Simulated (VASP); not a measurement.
Input of a VASP 6.6.1 run:

File INCAR:

```
SYSTEM = Ge
PREC = Accurate ; ENCUT = 520
EDIFF = 1E-6 ; ISMEAR = 0
SIGMA = 0.15 ; LREAL = .FALSE.
LASPH = .TRUE. ; NELM = 100
ALGO = Fast ; ISIF = 2
LWAVE = .FALSE. ; LCHARG = .FALSE.
GGA = PE ; NBANDS = 66
```

KPOINTS

```
regular mesh
0
G
  15 15 4
  0 0 0
```

POSCAR

```
Ge
1.0
    3.9628845326      0.0000000000      0.0000000000
   -1.9814422663      3.4319586775      0.0000000000
    0.0000000000      0.0000000000     14.0385184568
Ge
8
Direct
    0.0000000000      0.0000000000      0.4067747625
    0.0000000000      0.0000000000      0.5932252375
    0.0000000000      0.0000000000      0.9067747625
    0.0000000000      0.0000000000      0.0932252375
    0.3333333333      0.6666666667      0.3442031336
    0.6666666667      0.3333333333      0.6557968664
    0.6666666667      0.3333333333      0.8442031336
    0.3333333333      0.6666666667      0.1557968664
```

Potentials or basis: VASP PAW PBE potentials, release 64 (Ge_d).

Command:

```console
$ cat potpaw_PBE.64/Ge_d/POTCAR > POTCAR
$ mpirun -np 1 vasp_std > vasp.out
```

(1) Estimate the pressure.

(2) What does it give for the largest force?

Results:

(1) 0.5 GPa.

(2) 0.496 eV/Å.

Caveat: the stress differs along the axes, from -6 to 4 GPa.
